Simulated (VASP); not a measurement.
Wanted: the native input for a VASP 6.6.1 run.

```yaml
Task: single point
Functional: PBE
Potentials_or_basis: VASP PAW PBE potentials, release 64 (B)
Cutoff: 520 eV
k_mesh: 21 × 21 × 21
Occupations: fermi-dirac, width 0.05 eV
Spin: no spin polarisation
Dipole_correction: no
Further_INCAR_settings: ALGO = Normal; EDIFF = 1e-06; NBANDS = 10
```

The structure of B lies in POSCAR:

```
B
1.0
   -2.1256046940      2.1256046940      0.7957138697
    2.1256046940     -2.1256046940      0.7957138697
    2.1256046940      2.1256046940     -0.7957138697
B
2
Direct
   -0.3750000000     -0.1250000000     -0.2500000000
    0.3750000000      0.1250000000      0.2500000000
```

The input as run:

INCAR

```
ALGO     = Normal         # electronic algorithm
EDIFF    = 1E-6           # SCF threshold, eV
ENCUT    = 520            # plane-wave cutoff, eV
GGA      = PE             # functional
ISIF     = 2              # what is computed and relaxed
ISMEAR   = -1             # smearing method
LASPH    = True           # aspherical terms in the spheres
LCHARG   = False          # write CHGCAR
LREAL    = False          # projectors in reciprocal space
LWAVE    = False          # write WAVECAR
NBANDS   = 10             # bands
NELM     = 100            # most SCF steps
PREC     = Accurate       # precision mode
SIGMA    = 0.05           # smearing width, eV
```

KPOINTS

```
k-points
0
Gamma
  21 21 21
```

Potentials or basis: VASP PAW PBE potentials, release 64 (B).

The run is started by

```sh
$ cat potpaw_PBE.64/B/POTCAR > POTCAR
$ mpirun -np 1 vasp_std > vasp.out
```

Results of the run:

- Pressure: 9.1 GPa
- Band gap on the k mesh: zero (bands 3 and 4 overlap by 13.31 eV)

Caveat: the cell stands under pressure.

Wall time 79 s on 1 thread of Intel Xeon 8259CL (shared host), peak memory 0.2 GiB.
